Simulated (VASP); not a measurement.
Input of a VASP 6.6.1 run:

INCAR

```
SYSTEM = V
AGGAC = 1.0
AGGAX = 1.0
ALDAC = 0.0
ALDAX = 1.0
ALGO = Normal
EDIFF = 1E-6
ENCUT = 520
GGA = B5
ISIF = 2
ISMEAR = -1
LASPH = .True.
LCHARG = .False.
LREAL = .False.
LWAVE = .False.
NBANDS = 26
NELM = 80
PREC = Accurate
SIGMA = 0.1
```

File KPOINTS:

```
k-points
0
Gamma
  11 11 17
  0 0 0
```

File POSCAR:

```
V
1.0
    4.5092890627      0.0000000000      0.0000000000
   -2.2546445314      3.9051588813      0.0000000000
    0.0000000000      0.0000000000      2.4009588991
V
3
Direct
    1.0000000000      1.0000000000      0.0000000000
    0.3333333333      0.6666666667      0.5000000000
    0.6666666667      0.3333333333      0.5000000000
```

Potentials or basis: VASP PAW PBE potentials, release 64 (V_sv).

Command:

```console
$ cat potpaw_PBE.64/V_sv/POTCAR > POTCAR
$ mpirun -np 1 vasp_std > vasp.out
```

(1) Predict the pressure.

(2) What does it give for the band gap on the k mesh?

Results:

(1) 0.3 GPa.

(2) zero (an odd number of electrons rules out a gap without spin polarisation).

Caveat: the PAW data sets were made with another functional, which shifts forces and pressure a little.
